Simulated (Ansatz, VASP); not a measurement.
# Al in VASP and in Ansatz

```xyz
1
Lattice="0.0000 2.2815 1.4355 2.2815 0.0000 1.4355 2.2815 2.2815 0.0000" Properties=species:S:1:pos:R:3 pbc="T T T"
Al    0.0000    0.0000    0.0000
```

Alike in both runs: task single point; functional PBE; dispersion D3(BJ); k mesh 22 × 22 × 22; occupations gaussian, width 0.15 eV; no spin polarisation.

|  | VASP | Ansatz |
| --- | --- | --- |
| version | VASP 6.6.1 | Ansatz 0.2.0 |
| potentials or method | VASP PAW PBE potentials, release 64 (Al), cutoff 520 eV | scalar-relativistic, plane waves, PAW |
| valence electrons in the cell | 3 | 3 |

Ansatz gave:

```
gap on the k mesh at the Fermi level (eV)                     : none
pressure (GPa)                                                : 7.2
traceless stress, the component that is largest in VASP (GPa) : -1.33
```

What did VASP give for the same quantities?

gap on the k mesh at the Fermi level (eV): none; pressure (GPa): 7.2; traceless stress, the component that is largest in VASP (GPa): -1.34.

A gap of «none» marks a metal or a gap that the smearing closes.
